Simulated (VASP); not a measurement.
# PbF2 (I4_1/amd) in VASP: a series of runs

PbF2 is run at these levels: PBE; tasks: single point.

Program: VASP 6.6.1. These are calculated values, not measurements. Logs are shortened: lines on timing, memory, paths and dates and some standing lists are left out, and cuts for length are marked.

**1. The cell of the first run**

The structure is tetragonal, space group I4_1/amd (No. 141). Conventional cell: a = 4.627 Å, b = 4.627 Å, c = 12.778 Å, α = 90.00°, β = 90.00°, γ = 90.00°. Within 3.2 Å of Pb (site symmetry -4m2) lie 6 F at 2.42 to 2.49 Å. Within 3.2 Å of F (site symmetry 2mm) lie 3 Pb at 2.42 to 2.49 Å and 2 F at 2.93 Å.

**2. Single point, PBE (22.80 Å³/atom)**

File INCAR:

```
PREC = Accurate
ENCUT = 520
EDIFF = 1E-6
ISMEAR = 0
SIGMA = 0.01
LREAL = False
LASPH = True
NELM = 60
ALGO = Normal
ISIF = 2
LWAVE = False
LCHARG = False
GGA = PE
NBANDS = 37
```

File KPOINTS:

```
regular mesh
0
Gamma
  6 6 6
```

File POSCAR:

```
PbF2
1.0
   -2.3135566450      2.3135566450      6.3890430153
    2.3135566450     -2.3135566450      6.3890430153
    2.3135566450      2.3135566450     -6.3890430153
Pb F
2 4
Direct
    0.7500000000      0.2500000000      0.5000000000
    0.0000000000      0.0000000000      0.0000000000
    0.5548279960      0.0548279960      0.5000000000
    0.8048279960      0.8048279960      0.0000000000
    0.1951720040      0.1951720040      0.0000000000
    0.9451720040      0.4451720040      0.5000000000
```

Potentials or basis: VASP PAW PBE potentials, release 64 (Pb_d, F).

On the command line:

```sh
$ cat potpaw_PBE.64/Pb_d/POTCAR potpaw_PBE.64/F/POTCAR > POTCAR
$ mpirun -np 1 vasp_std > vasp.out
```

OUTCAR:

```text
PREC = Accurate
   ENCUT = 520
   EDIFF = 1E-6
   ISMEAR = 0
   LREAL = False
   LASPH = True
   NELM = 60
   ISIF = 2
   GGA = PE

 ion  position               nearest neighbor table
   1  0.750  0.250  0.500-   4 2.42   5 2.42   4 2.42   5 2.42   3 2.49   6 2.49   2 3.94   2 3.94
                             2 3.94   2 3.94
   2  0.000  0.000  0.000-   3 2.42   6 2.42   3 2.42   6 2.42   5 2.49   4 2.49   1 3.94   1 3.94
                             1 3.94   1 3.94
   3  0.555  0.055  0.500-   2 2.42   2 2.42   1 2.49
   4  0.805  0.805  0.000-   1 2.42   1 2.42   2 2.49
   5  0.195  0.195  0.000-   1 2.42   1 2.42   2 2.49
   6  0.945  0.445  0.500-   2 2.42   2 2.42   1 2.49

  LATTYP: Found a body centered tetragonal cell.
 ALAT       =     4.6271132900
 C/A-ratio  =     2.7615675757

  Lattice vectors:

 A1 = (  -2.3135566450,   2.3135566450,   6.3890430153)
 A2 = (   2.3135566450,  -2.3135566450,   6.3890430153)
 A3 = (   2.3135566450,   2.3135566450,  -6.3890430153)

Analysis of symmetry for initial positions (statically):
=====================================================================
 Subroutine PRICEL returns:
 Original cell was already a primitive cell.

 Routine SETGRP: Setting up the symmetry group for a
 body centered tetragonal supercell.

 Subroutine GETGRP returns: Found 16 space group operations
 (whereof  8 operations were pure point group operations)
 out of a pool of 16 trial point group operations.

The static configuration has the point symmetry D_2d.
 The point group associated with its full space group is D_4h.

Analysis of symmetry for dynamics (positions and initial velocities):
=====================================================================
 Subroutine PRICEL returns:
 Original cell was already a primitive cell.

 Routine SETGRP: Setting up the symmetry group for a
 body centered tetragonal supercell.

 Subroutine GETGRP returns: Found 16 space group operations
 (whereof  8 operations were pure point group operations)
 out of a pool of 16 trial point group operations.

The dynamic configuration has the point symmetry D_2d.
 The point group associated with its full space group is D_4h.

 Subroutine INISYM returns: Found 16 space group operations
 (whereof  8 operations are pure point group operations),
 and found     1 'primitive' translations

----------------------------------------------------------------------------------------

                                     Primitive cell

  volume of cell :     136.7905

  direct lattice vectors                    reciprocal lattice vectors
    -2.313556645  2.313556645  6.389043015     0.000000000  0.216117466  0.078258982
     2.313556645 -2.313556645  6.389043015     0.216117466  0.000000000  0.078258982
     2.313556645  2.313556645 -6.389043015     0.216117466  0.216117466  0.000000000

  length of vectors
     7.178088837  7.178088837  7.178088837     0.229850446  0.229850446  0.305636252

  position of ions in fractional coordinates (direct lattice)
     0.750000000  0.250000000  0.500000000
     0.000000000  0.000000000  0.000000000
     0.554827996  0.054827996  0.500000000
     0.804827996  0.804827996  0.000000000
     0.195172004  0.195172004  0.000000000
     0.945172004  0.445172004  0.500000000

  ion indices of the primitive-cell ions
   primitive index   ion index
                 1           1
                 2           2
                 3           3
                 4           4
                 5           5
                 6           6

----------------------------------------------------------------------------------------

 KPOINTS: regular mesh

Automatic generation of k-mesh.
 Grid dimensions read from file:
 generate k-points for:    6    6    6

 Generating k-lattice:

  Cartesian coordinates                     Fractional coordinates (reciprocal lattice)
     0.000000000  0.036019578  0.013043164     0.166666667  0.000000000  0.000000000
     0.036019578  0.000000000  0.013043164     0.000000000  0.166666667  0.000000000
     0.036019578  0.036019578  0.000000000     0.000000000  0.000000000  0.166666667

  Length of vectors
     0.038308408  0.038308408  0.050939375

  Shift w.r.t. Gamma in fractional coordinates (k-lattice)
     0.000000000  0.000000000  0.000000000

 Subroutine IBZKPT returns following result:
 ===========================================

 Found     30 irreducible k-points:

 Following reciprocal coordinates:
            Coordinates               Weight
  0.000000  0.000000  0.000000      1.000000
  0.166667  0.000000  0.000000      8.000000
  0.333333 -0.000000  0.000000      8.000000
  0.500000  0.000000  0.000000      4.000000
  0.166667  0.166667  0.000000      8.000000
  0.333333  0.166667  0.000000     16.000000
[... 16 lines left out ...]
 -0.333333 -0.333333  0.166667      8.000000
 -0.166667 -0.333333  0.166667      8.000000
 [... further k-points ...]
   k-points           NKPTS =     30   k-points in BZ     NKDIM =     30   number of bands    NBANDS=     37
   number of dos      NEDOS =    301   number of ions     NIONS =      6
   total plane-waves  NPLWV = 157464
   dimension x,y,z NGX =    54 NGY =   54 NGZ =   54
   dimension x,y,z NGXF=   108 NGYF=  108 NGZF=  108
   ions per type =               2   4
   NGX,Y,Z   is equivalent  to a cutoff of  12.51, 12.51, 12.51 a.u.
   NGXF,Y,Z  is equivalent  to a cutoff of  25.01, 25.01, 25.01 a.u.
 SYSTEM =  unknown system
   PREC   = accura    normal or accurate (medium, high low for compatibility)
   ISTART =      0    job   : 0-new  1-cont  2-samecut
   ICHARG =      2    charge: 1-file 2-atom 10-const
   ISPIN  =      1    spin polarized calculation?
   LNONCOLLINEAR =      F non collinear calculations
   LSORBIT =      F    spin-orbit coupling
   LASPH  =      T    aspherical Exc in radial PAW
   ENCUT  =  520.0 eV  38.22 Ry    6.18 a.u.  13.35 13.35 13.35*2*pi/ulx,y,z
   NELM   =     60;   NELMIN=  2; NELMDL= -5     # of ELM steps
   EDIFF  = 0.1E-05   stopping-criterion for ELM
   LREAL  =      F    real-space projection
   EDIFFG = 0.1E-04   stopping-criterion for IOM
   NSW    =      0    number of steps for IOM
   IBRION =     -1    ionic relax: 0-MD 1-quasi-New 2-CG
   NFREE  =      0    steps in history (QN), initial steepest desc. (CG)
   ISIF   =      2    stress and relaxation
   ISYM   =      2    0-nonsym 1-usesym 2-fastsym
   POTIM  = 0.5000    time-step for ionic-motion
   TEBEG  =    0.0;   TEEND  =   0.0 temperature during run
   PSTRESS=    0.0 pullay stress
   NELECT =      56.0000    total number of electrons
   NUPDOWN=      -1.0000    fix difference up-down
   EMIN   =  10.00;   EMAX   =-10.00  energy-range for DOS
   EFERMI =   0.00;   METHOD = LEGACY
   ISMEAR =     0;   SIGMA  =   0.01  broadening in eV -4-tet -1-fermi 0-gaus
   EFERMI_NEDOS =   21; number of points for ismear=-14 and -15
   IALGO  =     38    algorithm
   IMIX   =      4    mixing-type and parameters
     AMIX     =   0.40;   BMIX     =  1.00
     AMIX_MAG =   1.60;   BMIX_MAG =  1.00
  volume/ion in A,a.u.               =      22.80       153.85
  Fermi-wavevector in a.u.,A,eV,Ry     =   1.215585  2.297123 20.104620  1.477648
  Thomas-Fermi vector in A             =   2.350968
   LORBIT       =      0    0 simple, 1 ext, 2 COOP (PROOUT), +10 PAW based schemes
   GGA     = PE    functional components
   LHFCALC =     F    Hartree Fock is set to
   AEXX    =    0.0000 exact exchange contribution
   IVDW    =     0    specifies the selected vdW correction
   LEPSILON=     F    determine dielectric tensor
   LRPA    =     F    only Hartree local field effects (RPA)
 non-spin polarized calculation
 Gauss-broadening in eV      SIGMA  =   0.01
  energy-cutoff  :      520.00
  volume of cell :      136.79
 maximum number of plane-waves:      3700
 NGX is ok and might be reduce to    54
   NGX = 27   NGY = 27   NGZ = 27

 number of electron      55.9999995 magnetization

 Free energy of the ion-electron system (eV)
  ---------------------------------------------------
  ext. energy  EPLUGINS =         0.00000000
  ---------------------------------------------------
  free energy    TOTEN  =       -28.26697338 eV

  energy without entropy =      -28.26697338  energy(sigma->0) =      -28.26697338

 E-fermi :   0.5520     XC(G=0):  -7.8230

 val. band max:        0.4739029344   @ k =   0.5000   0.5000   0.0000
 cond. band min:       4.4849122517   @ k =   0.5000   0.0000   0.0000
 fundamental gap:      4.0110093173
 Fermi energy:         0.5520188911

 k-point     1 :       0.0000    0.0000    0.0000
  band No.  band energies     occupation
      1     -21.2372      2.00000
      2     -21.1313      2.00000
      3     -21.0015      2.00000
      4     -20.9446      2.00000
      5     -14.5947      2.00000
      6     -14.5917      2.00000
[... 29 lines left out ...]
     36      10.0811      0.00000
     37      10.7190      0.00000

 k-point     2 :       0.1667    0.0000    0.0000
  band No.  band energies     occupation
      1     -21.2196      2.00000
      2     -21.1219      2.00000
      3     -20.9980      2.00000
      4     -20.9485      2.00000
      5     -14.5940      2.00000
      6     -14.5931      2.00000
[... 29 lines left out ...]
     36      10.4480      0.00000
     37      11.0644      0.00000

 k-point     3 :       0.3333   -0.0000    0.0000
  band No.  band energies     occupation
      1     -21.1932      2.00000
      2     -21.0825      2.00000
      3     -20.9957      2.00000
      4     -20.9620      2.00000
      5     -14.5983      2.00000
      6     -14.5830      2.00000
[... 29 lines left out ...]
     36      10.6375      0.00000
     37      10.9754      0.00000

 k-point     4 :       0.5000    0.0000    0.0000
  band No.  band energies     occupation
      1     -21.1852      2.00000
      2     -21.0266      2.00000
      3     -21.0227      2.00000
      4     -20.9714      2.00000
      5     -14.6003      2.00000
      6     -14.5638      2.00000
[... 29 lines left out ...]
     36      10.1875      0.00000
     37      10.8559      0.00000
[... 683 lines left out ...]
      1     -21.1866      2.00000
      2     -21.0890      2.00000
      3     -20.9899      2.00000
      4     -20.9680      2.00000
      5     -14.6026      2.00000
      6     -14.5809      2.00000
[... 29 lines left out ...]
     36      10.1940      0.00000
     37      11.1469      0.00000

 k-point    23 :      -0.3333   -0.3333    0.1667
  band No.  band energies     occupation
      1     -21.1795      2.00000
      2     -21.1347      2.00000
      3     -20.9852      2.00000
      4     -20.9618      2.00000
      5     -14.6051      2.00000
      6     -14.5960      2.00000
[... 29 lines left out ...]
     36      10.2902      0.00000
     37      10.7815      0.00000

 k-point    24 :      -0.1667   -0.3333    0.1667
  band No.  band energies     occupation
      1     -21.2077      2.00000
      2     -21.1340      2.00000
      3     -20.9913      2.00000
      4     -20.9551      2.00000
      5     -14.6009      2.00000
      6     -14.5964      2.00000
[... 29 lines left out ...]
     36      10.1956      0.00000
     37      11.2701      0.00000

 [... further k-points ...]

------------------------ aborting loop because EDIFF is reached ----------------------------------------

  FORCE on cell =-STRESS in cart. coord.  units (eV):
  Direction    XX          YY          ZZ          XY          YZ          ZX
  --------------------------------------------------------------------------------------
  -------------------------------------------------------------------------------------
  Total        2.5542948      2.5542948      2.9936521      0.0000000      0.0000000      0.0000000
  in kB       29.9175154     29.9175154     35.0635458      0.0000000      0.0000000      0.0000000
  external PRESSURE =      31.6328589 kB  Pullay stress =       0.0000000 kB

 VOLUME and BASIS-vectors are now :
 -----------------------------------------------------------------------------
  energy-cutoff  :      520.00
  volume of cell :      136.79
      direct lattice vectors                 reciprocal lattice vectors
    -2.313556645  2.313556645  6.389043015     0.000000000  0.216117466  0.078258982
     2.313556645 -2.313556645  6.389043015     0.216117466  0.000000000  0.078258982
     2.313556645  2.313556645 -6.389043015     0.216117466  0.216117466  0.000000000

 POSITION                                       TOTAL-FORCE (eV/Angst)
 -----------------------------------------------------------------------------------
      0.00000      2.31356      3.19452         0.000000      0.000000      0.000000
      0.00000      0.00000      0.00000         0.000000      0.000000      0.000000
      0.00000      2.31356      0.70060         0.000000     -0.000000     -0.075516
      0.00000      0.00000     10.28416        -0.000000      0.000000     -0.075516
      0.00000      0.00000      2.49392        -0.000000      0.000000      0.075516
     -0.00000      2.31356      5.68845         0.000000     -0.000000      0.075516
 -----------------------------------------------------------------------------------
    total drift:                               -0.000000     -0.000000      0.000000

  FREE ENERGIE OF THE ION-ELECTRON SYSTEM (eV)
  ---------------------------------------------------
  free  energy   TOTEN  =       -28.2669733782 eV

  energy  without entropy=      -28.2669733782  energy(sigma->0) =      -28.26697338
```

Wall time 5.5 min (1 thread of Oxide Virtual Turin-like, shared host); peak memory 0.4 GiB.

Results:

- Free energy: -28.2670 eV
- Pressure: 3.2 GPa
- Largest force: 0.076 eV/Å
- Band gap on the k mesh: 4.01 eV (least direct gap 4.25 eV)

Forces on the atoms (eV/Å):
```
Pb   0.000  0.000  0.000
Pb   0.000  0.000  0.000
F    0.000  0.000 -0.076
F    0.000  0.000 -0.076
F    0.000  0.000  0.076
F    0.000  0.000  0.076
```

Caveat: the cell stands under pressure; spin-orbit coupling is left out, which moves the levels of the heavy elements. A k mesh can miss the band edges.

(Part 1 of 2 ends here.)
